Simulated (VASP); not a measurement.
# CuO (Pm-3m) in VASP: notebook

Runs on CuO. Level: PBE+U. Tasks: single point.

All numbers are computed with VASP 6.6.1; they aren't measurements. Logs are shortened: lines on timing, memory, paths and dates and some standing lists are left out, and cuts for length are marked.

**1. The cell of the first run**

The structure is cubic, space group Pm-3m (No. 221). The conventional cell has a = 2.656 Å, b = 2.656 Å, c = 2.656 Å, α = 90.00°, β = 90.00°, γ = 90.00°. Within 3.0 Å of Cu (site symmetry m-3m) lie 8 O at 2.30 Å and 6 Cu at 2.66 Å. Within 3.0 Å of O (site symmetry m-3m) lie 8 Cu at 2.30 Å and 6 O at 2.66 Å.

**2. Single point, PBE+U**

INCAR reads:

```
  ALGO = Normal
  EDIFF = 1E-6
  ENCUT = 520
  GGA = PE
  ISIF = 2
  ISMEAR = -1
  LASPH = T
  LCHARG = T
  LDAU = T
  LDAUJ = 0 0
  LDAUL = 2 -1
  LDAUPRINT = 1
  LDAUTYPE = 2
  LDAUU = 5 0
  LELF = T
  LMAXMIX = 4
  LREAL = F
  LVHAR = T
  LWAVE = F
  NBANDS = 16
  NELM = 150
  PREC = Accurate
  SIGMA = 0.05
```

KPOINTS reads:

```
k-points
0
Gamma
  10 10 10
```

POSCAR reads:

```
CuO
1.0
    2.6562582672      0.0000000000      0.0000000000
    0.0000000000      2.6562582672      0.0000000000
    0.0000000000      0.0000000000      2.6562582672
Cu O
1 1
Direct
    0.0000000000      0.0000000000      0.0000000000
    0.5000000000      0.5000000000      0.5000000000
```

Potentials or basis: VASP PAW PBE potentials, release 64 (Cu, O).

Command:

```bash
> cat potpaw_PBE.64/Cu/POTCAR potpaw_PBE.64/O/POTCAR > POTCAR
> mpirun -np 1 vasp_std > vasp.out
```

OUTCAR:

```text
EDIFF = 1E-6
   ENCUT = 520
   GGA = PE
   ISIF = 2
   ISMEAR = -1
   LASPH = T
   LREAL = F
   NELM = 150
   PREC = Accurate

 ion  position               nearest neighbor table
   1  0.000  0.000  0.000-   2 2.30   2 2.30   2 2.30   2 2.30   2 2.30   2 2.30   2 2.30   2 2.30

   2  0.500  0.500  0.500-   1 2.30   1 2.30   1 2.30   1 2.30   1 2.30   1 2.30   1 2.30   1 2.30

  LATTYP: Found a simple cubic cell.
 ALAT       =     2.6562582672

  Lattice vectors:

 A1 = (   2.6562582672,   0.0000000000,   0.0000000000)
 A2 = (   0.0000000000,   2.6562582672,   0.0000000000)
 A3 = (   0.0000000000,   0.0000000000,   2.6562582672)

Analysis of symmetry for initial positions (statically):
=====================================================================
 Subroutine PRICEL returns:
 Original cell was already a primitive cell.

 Routine SETGRP: Setting up the symmetry group for a
 simple cubic supercell.

 Subroutine GETGRP returns: Found 48 space group operations
 (whereof 48 operations were pure point group operations)
 out of a pool of 48 trial point group operations.

The static configuration has the point symmetry O_h .

Analysis of symmetry for dynamics (positions and initial velocities):
=====================================================================
 Subroutine PRICEL returns:
 Original cell was already a primitive cell.

 Routine SETGRP: Setting up the symmetry group for a
 simple cubic supercell.

 Subroutine GETGRP returns: Found 48 space group operations
 (whereof 48 operations were pure point group operations)
 out of a pool of 48 trial point group operations.

The dynamic configuration has the point symmetry O_h .

 Subroutine INISYM returns: Found 48 space group operations
 (whereof 48 operations are pure point group operations),
 and found     1 'primitive' translations

[... 143 lines left out ...]
 -0.0000  0.9194 -0.0000  0.0000  0.0000
  0.0000 -0.0000  0.9596 -0.0000 -0.0000
 -0.0000  0.0000 -0.0000  0.9194  0.0000
  0.0000  0.0000 -0.0000  0.0000  0.9596

spin component  2

  0.9194 -0.0000  0.0000 -0.0000  0.0000
 -0.0000  0.9194 -0.0000  0.0000  0.0000
  0.0000 -0.0000  0.9596 -0.0000 -0.0000
 -0.0000  0.0000 -0.0000  0.9194  0.0000
  0.0000  0.0000 -0.0000  0.0000  0.9596

 occupancies and eigenvectors

  o =  0.9194  v =  0.0000 -0.9765  0.0000 -0.2156  0.0000  0.0000  0.0000  0.0000  0.0000  0.0000      0.0000  0.0000  0.0000  0.0000  0.0000  0.0000  0.0000  0.0000  0.0000  0.0000
  o =  0.9194  v =  0.0000  0.0000  0.0000  0.0000  0.0000  0.0000 -0.9765  0.0000 -0.2156  0.0000      0.0000  0.0000  0.0000  0.0000  0.0000  0.0000  0.0000  0.0000  0.0000  0.0000
  o =  0.9194  v =  0.0000  0.0000  0.0000  0.0000  0.0000  1.0000  0.0000  0.0000  0.0000  0.0000      0.0000  0.0000  0.0000  0.0000  0.0000  0.0000  0.0000  0.0000  0.0000  0.0000
  o =  0.9194  v =  1.0000  0.0000  0.0000  0.0000  0.0000  0.0000  0.0000  0.0000  0.0000  0.0000      0.0000  0.0000  0.0000  0.0000  0.0000  0.0000  0.0000  0.0000  0.0000  0.0000
  o =  0.9194  v =  0.0000 -0.2156  0.0000  0.9765  0.0000  0.0000  0.0000  0.0000  0.0000  0.0000      0.0000  0.0000  0.0000  0.0000  0.0000  0.0000  0.0000  0.0000  0.0000  0.0000
  o =  0.9194  v =  0.0000  0.0000  0.0000  0.0000  0.0000  0.0000 -0.2156  0.0000  0.9765  0.0000      0.0000  0.0000  0.0000  0.0000  0.0000  0.0000  0.0000  0.0000  0.0000  0.0000
  o =  0.9596  v =  0.0000  0.0000  0.1322 -0.0000  0.9912  0.0000  0.0000  0.0000  0.0000  0.0000      0.0000  0.0000  0.0000  0.0000  0.0000  0.0000  0.0000  0.0000  0.0000  0.0000
  o =  0.9596  v =  0.0000  0.0000  0.0000  0.0000  0.0000  0.0000  0.0000  0.1322 -0.0000  0.9912      0.0000  0.0000  0.0000  0.0000  0.0000  0.0000  0.0000  0.0000  0.0000  0.0000
  o =  0.9596  v =  0.0000  0.0000  0.0000  0.0000  0.0000  0.0000 -0.0000 -0.9912 -0.0000  0.1322      0.0000  0.0000  0.0000  0.0000  0.0000  0.0000  0.0000  0.0000  0.0000  0.0000
  o =  0.9596  v =  0.0000 -0.0000 -0.9912 -0.0000  0.1322  0.0000  0.0000  0.0000  0.0000  0.0000      0.0000  0.0000  0.0000  0.0000  0.0000  0.0000  0.0000  0.0000  0.0000  0.0000

 number of electron      17.0000026 magnetization

 Free energy of the ion-electron system (eV)
  ---------------------------------------------------
  ext. energy  EPLUGINS =         0.00000000
  ---------------------------------------------------
  free energy    TOTEN  =        -6.92733352 eV

  energy without entropy =       -6.89429135  energy(sigma->0) =       -6.91081243

 E-fermi :   5.2918     XC(G=0): -12.5728

 val. band max:        5.2858487545   @ k =   0.3000   0.2000   0.0000
 cond. band min:       5.3069180589   @ k =   0.5000   0.3000   0.1000
 fundamental gap:      0.0210693044
 Fermi energy:         5.2917761761

 k-point     1 :       0.0000    0.0000    0.0000
  band No.  band energies     occupation
      1     -13.3527      2.00000
      2       1.5754      2.00000
      3       1.5754      2.00000
      4       3.3193      2.00000
      5       3.3193      2.00000
      6       3.3193      2.00000
[... 433 lines left out ...]
      3       1.6333      2.00000
      4       2.1730      2.00000
      5       2.1757      2.00000
      6       3.1496      2.00000
[... 8 lines left out ...]
     15      30.6339      0.00000
     16      30.8819      0.00000

 [... further k-points ...]

------------------------ aborting loop because EDIFF is reached ----------------------------------------

  FORCE on cell =-STRESS in cart. coord.  units (eV):
  Direction    XX          YY          ZZ          XY          YZ          ZX
  --------------------------------------------------------------------------------------
  -------------------------------------------------------------------------------------
  Total       -0.6120536     -0.6120536     -0.6120536      0.0000000      0.0000000      0.0000000
  in kB      -52.3225776    -52.3225776    -52.3225776      0.0000000      0.0000000      0.0000000
  external PRESSURE =     -52.3225776 kB  Pullay stress =       0.0000000 kB

 VOLUME and BASIS-vectors are now :
 -----------------------------------------------------------------------------
  energy-cutoff  :      520.00
  volume of cell :       18.74
      direct lattice vectors                 reciprocal lattice vectors
     2.656258267  0.000000000  0.000000000     0.376469417  0.000000000  0.000000000
     0.000000000  2.656258267  0.000000000     0.000000000  0.376469417  0.000000000
     0.000000000  0.000000000  2.656258267     0.000000000  0.000000000  0.376469417

 POSITION                                       TOTAL-FORCE (eV/Angst)
 -----------------------------------------------------------------------------------
      0.00000      0.00000      0.00000         0.000000      0.000000      0.000000
      1.32813      1.32813      1.32813         0.000000      0.000000      0.000000
 -----------------------------------------------------------------------------------
    total drift:                                0.000000      0.000000      0.000000

  FREE ENERGIE OF THE ION-ELECTRON SYSTEM (eV)
  ---------------------------------------------------
  free  energy   TOTEN  =        -6.9273335154 eV

  energy  without entropy=       -6.8942913450  energy(sigma->0) =       -6.91081243
```

OSZICAR:

```text
N       E                     dE             d eps       ncg     rms          rms(c)
DAV:   1     0.906015819119E+02    0.90602E+02   -0.83840E+03  1952   0.172E+03
DAV:   2    -0.386279184850E+01   -0.94464E+02   -0.84567E+02  1944   0.290E+02
DAV:   3    -0.869958452712E+01   -0.48368E+01   -0.45824E+01  2040   0.656E+01
DAV:   4    -0.874939001053E+01   -0.49805E-01   -0.49763E-01  2040   0.646E+00
DAV:   5    -0.874999000658E+01   -0.60000E-03   -0.59999E-03  2192   0.744E-01    0.954E+00
DAV:   6    -0.906006383753E+01   -0.31007E+00   -0.11210E+01  2480   0.105E+02    0.101E+01
DAV:   7    -0.692350295574E+01    0.21366E+01   -0.27716E+00  2264   0.692E+01    0.121E+00
DAV:   8    -0.693237451013E+01   -0.88716E-02   -0.20570E-01  1912   0.450E+00    0.528E-01
DAV:   9    -0.692724289909E+01    0.51316E-02   -0.67958E-03  2640   0.224E+00    0.861E-02
DAV:  10    -0.692732282866E+01   -0.79930E-04   -0.74016E-04  2680   0.823E-01    0.511E-02
DAV:  11    -0.692738576403E+01   -0.62935E-04   -0.15768E-04  2288   0.632E-01    0.594E-02
DAV:  12    -0.692733332698E+01    0.52437E-04   -0.54299E-05  2392   0.332E-01    0.877E-03
DAV:  13    -0.692733351539E+01   -0.18841E-06   -0.70288E-06  1968   0.268E-02
   1 F= -.69273335E+01 E0= -.69108124E+01  d E =-.330422E-01
```

stdout:

```text
POSCAR found type information on POSCAR CuO
 POSCAR found :  2 types and       2 ions
 scaLAPACK will be used
 LDA part: xc-table for (Slater+PW92), standard interpolation
 POSCAR, INCAR and KPOINTS ok, starting setup
 FFT: planning ... GRIDC
 FFT: planning ... GRID_SOFT
 FFT: planning ... GRID
 WAVECAR not read
 entering main loop
```

Wall time 24 s (1 thread of Intel Xeon 8259CL, shared host); peak memory 0.13 GiB.

What came out:

* Free energy: -6.9273 eV
* Pressure: -5.2 GPa

Levels at points of the mesh, in eV from the Fermi level:
| k point | band 7 | band 8 | band 9 | band 10 | band 11 | band 12 |
| --- | --- | --- | --- | --- | --- | --- |
| (0.00, 0.00, 0.00) | -1.38 | -1.38 | -1.38 | 1.39 | 15.64 | 15.64 |
| (0.50, 0.00, 0.00) | -1.61 | 0.44 | 0.44 | 7.09 | 8.28 | 18.16 |
| (0.50, 0.50, 0.00) | -2.39 | -1.76 | -0.52 | 5.79 | 11.86 | 11.86 |
| (0.50, 0.50, 0.50) | 0.17 | 0.17 | 0.17 | 7.89 | 7.89 | 7.89 |

Eigenvalues of the final occupation matrices:
```
    site  spin  trace               eigenvalues
site 1 d     1   4.68  0.92 0.92 0.92 0.96 0.96
site 1 d     2   4.68  0.92 0.92 0.92 0.96 0.96
```

Caveat: an odd number of electrons without spin polarisation forces a metal; a magnetic or distorted state may lie lower; U without spin polarisation on a metal has little footing.

**3. Single point, PBE+U**

This run uses another cell than the first one, of 9.44 Å³/atom, 1.007 times its volume.

INCAR reads:

```
PREC = Accurate
ENCUT = 520
EDIFF = 1E-7
ISMEAR = -1
SIGMA = 0.05
LREAL = False
LASPH = True
NELM = 150
ALGO = Normal
ISIF = 2
LWAVE = False
LCHARG = True
LMAXMIX = 4
LDAU = True
LDAUTYPE = 2
LDAUL = 2 -1
LDAUU = 6 0
LDAUJ = 0 0
LDAUPRINT = 1
GGA = PE
LELF = True
LVHAR = True
NBANDS = 16
```

KPOINTS reads:

```
Automatic mesh
0
Gamma
  10 10 10
```

POSCAR reads:

```
CuO
1.0
    2.6624128204      0.0000000000      0.0000000000
    0.0000000000      2.6624128204      0.0000000000
    0.0000000000      0.0000000000      2.6624128204
Cu O
1 1
Direct
    0.0000000000      0.0000000000      0.0000000000
    0.5000000000      0.5000000000      0.5000000000
```

Potentials or basis: VASP PAW PBE potentials, release 64 (Cu, O).

Command:

```bash
> cat potpaw_PBE.64/Cu/POTCAR potpaw_PBE.64/O/POTCAR > POTCAR
> mpirun -np 1 vasp_std > vasp.out
```

OUTCAR:

```text
PREC = Accurate
   ENCUT = 520
   EDIFF = 1E-7
   ISMEAR = -1
   LREAL = False
   LASPH = True
   NELM = 150
   ISIF = 2
   GGA = PE

 ion  position               nearest neighbor table
   1  0.000  0.000  0.000-   2 2.31   2 2.31   2 2.31   2 2.31   2 2.31   2 2.31   2 2.31   2 2.31

   2  0.500  0.500  0.500-   1 2.31   1 2.31   1 2.31   1 2.31   1 2.31   1 2.31   1 2.31   1 2.31

  LATTYP: Found a simple cubic cell.
 ALAT       =     2.6624128204

  Lattice vectors:
[... 679 lines left out ...]
 [... further k-points ...]

------------------------ aborting loop because EDIFF is reached ----------------------------------------

  FORCE on cell =-STRESS in cart. coord.  units (eV):
  Direction    XX          YY          ZZ          XY          YZ          ZX
  --------------------------------------------------------------------------------------
  -------------------------------------------------------------------------------------
  Total       -0.8141202     -0.8141202     -0.8141202      0.0000000     -0.0000000      0.0000000
  in kB      -69.1151003    -69.1151003    -69.1151003      0.0000000     -0.0000000      0.0000000
  external PRESSURE =     -69.1151003 kB  Pullay stress =       0.0000000 kB

 VOLUME and BASIS-vectors are now :
 -----------------------------------------------------------------------------
  energy-cutoff  :      520.00
  volume of cell :       18.87
      direct lattice vectors                 reciprocal lattice vectors
     2.662412820  0.000000000  0.000000000     0.375599153  0.000000000  0.000000000
     0.000000000  2.662412820  0.000000000     0.000000000  0.375599153  0.000000000
     0.000000000  0.000000000  2.662412820     0.000000000  0.000000000  0.375599153

 POSITION                                       TOTAL-FORCE (eV/Angst)
 -----------------------------------------------------------------------------------
      0.00000      0.00000      0.00000         0.000000      0.000000      0.000000
      1.33121      1.33121      1.33121         0.000000      0.000000      0.000000
 -----------------------------------------------------------------------------------
    total drift:                                0.000000      0.000000      0.000000

  FREE ENERGIE OF THE ION-ELECTRON SYSTEM (eV)
  ---------------------------------------------------
  free  energy   TOTEN  =        -6.6303771737 eV

  energy  without entropy=       -6.5958735824  energy(sigma->0) =       -6.61312538
```

stdout:

```text
POSCAR found type information on POSCAR CuO
 POSCAR found :  2 types and       2 ions
 scaLAPACK will be used
 LDA part: xc-table for (Slater+PW92), standard interpolation
 POSCAR, INCAR and KPOINTS ok, starting setup
 FFT: planning ... GRIDC
 FFT: planning ... GRID_SOFT
 FFT: planning ... GRID
 WAVECAR not read
 entering main loop
```

Wall time 28 s (1 thread of Intel Xeon 8259CL, shared host); peak memory 0.13 GiB.

Results:

| Property | Result |
| --- | --- |
| Free energy | -6.6304 eV |
| Pressure | -6.9 GPa |

Levels at points of the mesh, in eV from the Fermi level:
```tsv
k point	band 7	band 8	band 9	band 10	band 11	band 12
(0.00, 0.00, 0.00)	-1.30	-1.30	-1.30	1.52	15.61	15.61
(0.50, 0.00, 0.00)	-1.70	0.44	0.44	7.21	8.35	18.26
(0.50, 0.50, 0.00)	-2.47	-1.88	-0.45	5.91	11.94	11.94
(0.50, 0.50, 0.50)	0.14	0.14	0.14	8.06	8.06	8.06
```

Eigenvalues of the final occupation matrices:
```csv
site,spin,trace,eigenvalues
site 1 d,1,4.70,0.92 0.92 0.92 0.96 0.96
site 1 d,2,4.70,0.92 0.92 0.92 0.96 0.96
```

Caveat: an odd number of electrons without spin polarisation forces a metal; a magnetic or distorted state may lie lower; U without spin polarisation on a metal has little footing.

**4. Single point, PBE+U**

This run uses another cell than the first one, of 9.59 Å³/atom, 1.023 times its volume.

INCAR reads:

```
SYSTEM = CuO
ALGO = Normal
EDIFF = 1E-6
ENCUT = 520
GGA = PE
ISIF = 2
ISMEAR = -1
LASPH = .TRUE.
LCHARG = .TRUE.
LDAU = .TRUE.
LDAUJ = 0 0
LDAUL = 2 -1
LDAUPRINT = 1
LDAUTYPE = 2
LDAUU = 8 0
LELF = .TRUE.
LMAXMIX = 4
LREAL = .FALSE.
LVHAR = .TRUE.
LWAVE = .FALSE.
NBANDS = 16
NELM = 150
PREC = Accurate
SIGMA = 0.05
```

KPOINTS reads:

```
k-points
0
G
  10 10 10
  0 0 0
```

POSCAR reads:

```
CuO
1.0
    2.6768025385      0.0000000000      0.0000000000
    0.0000000000      2.6768025385      0.0000000000
    0.0000000000      0.0000000000      2.6768025385
Cu O
1 1
Direct
    0.0000000000      0.0000000000      0.0000000000
    0.5000000000      0.5000000000      0.5000000000
```

Command:

```bash
> cat potpaw_PBE.64/Cu/POTCAR potpaw_PBE.64/O/POTCAR > POTCAR
> mpirun -np 1 vasp_std > vasp.out
```

Run time: 28 s. Hardware: 1 thread of Intel Xeon 8259CL, shared host; peak memory 0.13 GiB.

The run converged. Its results:

```yaml
Free_energy: -6.0814 eV
Pressure: -9.0 GPa
```

Levels at points of the mesh, in eV from the Fermi level:
| k point | band 7 | band 8 | band 9 | band 10 | band 11 | band 12 |
| --- | --- | --- | --- | --- | --- | --- |
| (0.00, 0.00, 0.00) | -1.14 | -1.14 | -1.14 | 1.76 | 15.55 | 15.55 |
| (0.50, 0.00, 0.00) | -1.87 | 0.44 | 0.44 | 7.45 | 8.46 | 18.47 |
| (0.50, 0.50, 0.00) | -2.66 | -2.11 | -0.33 | 6.15 | 12.11 | 12.11 |
| (0.50, 0.50, 0.50) | 0.07 | 0.07 | 0.07 | 8.41 | 8.41 | 8.41 |

Eigenvalues of the final occupation matrices:
```
    site  spin  trace               eigenvalues
site 1 d     1   4.74  0.94 0.94 0.94 0.96 0.96
site 1 d     2   4.74  0.94 0.94 0.94 0.96 0.96
```

Caveat: an odd number of electrons without spin polarisation forces a metal; a magnetic or distorted state may lie lower; U without spin polarisation on a metal has little footing.

**5. Summary**

| U | cell | gap on the mesh (eV) | pressure (GPa) |
| --- | --- | --- | --- |
| Cu d U = 5.0 eV | a = 2.656 Å, 2 atoms | none | -5.2 |
| Cu d U = 6.0 eV | a = 2.662 Å, 2 atoms | none | -6.9 |
| Cu d U = 8.0 eV | a = 2.677 Å, 2 atoms | none | -9.0 |

Alike in all rows: task single point; level PBE+U; potentials or basis VASP PAW PBE potentials, release 64 (Cu, O); no spin polarisation; k mesh 10 × 10 × 10; cutoff (eV) 520; smearing fermi-dirac 0.05 eV.

Caveats: an odd number of electrons without spin polarisation forces a metal; a magnetic or distorted state may lie lower; U without spin polarisation on a metal has little footing.

Total energies depend on the potentials used, so only differences within one code and one set of settings carry meaning.
